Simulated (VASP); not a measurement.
Here is a VASP 6.6.1 calculation.

File INCAR:

```
SYSTEM = LiSi16
PREC = Accurate
ENCUT = 520
EDIFF = 1E-7
ISMEAR = -1
SIGMA = 0.02
LREAL = Auto
LASPH = .True.
NELM = 150
ALGO = Normal
ISIF = 2
LWAVE = .False.
LCHARG = .True.
ISPIN = 2
MAGMOM = 0 0 0 0 0 0 0 0 0 0 0 0 0 0 0 0 1
LORBIT = 11
GGA = PS
LELF = .True.
LVHAR = .True.
NBANDS = 52
```

File KPOINTS:

```
Automatic mesh
0
Gamma
  2 2 2
  0 0 0
```

POSCAR

```
LiSi16
1.0
    0.0000000000      5.4300000000      5.4300000000
    5.4300000000      0.0000000000      5.4300000000
    5.4300000000      5.4300000000      0.0000000000
Si Li
16 1
Direct
   -0.0107745209      0.0006669515      0.0053695874
    0.1111363914      0.1253856643      0.1385477260
   -0.0148977663      0.0049469914      0.5051324142
    0.1110306279      0.1251907927      0.6255267777
   -0.0107823569      0.5051206610      0.0053961975
    0.1214193351      0.6262452267      0.1264900860
   -0.0107513456      0.5050917864      0.5009196412
    0.1111183604      0.6383733345      0.6256473675
    0.4898224572      0.0020037947      0.0064757628
    0.6147228709      0.1305610171      0.1276044543
    0.4897429118      0.0019402616      0.5021623245
    0.6183375595      0.1272274041      0.6273687599
    0.4933312158      0.5022617123      0.0024953205
    0.6147472576      0.6274246635      0.1276189347
    0.4898125737      0.5063240649      0.5021935697
    0.6147178135      0.6273865880      0.6308039934
    0.2324290151      0.2558411855      0.7558722827
```

Potentials or basis: VASP PAW PBE potentials, release 64 (Si, Li_sv).

Launch:

```console
$ cat potpaw_PBE.64/Si/POTCAR potpaw_PBE.64/Li_sv/POTCAR > POTCAR
$ mpirun -np 1 vasp_std > vasp.out
```

(1) Estimate the largest force.

(2) Estimate the net moment.

Answers

(1) 0.062 eV/Å.

(2) 0.00 μB per cell.

Caveat: the k points lie up to 0.50 Å⁻¹ apart; the PAW data sets were made with another functional, which shifts forces and pressure a little.
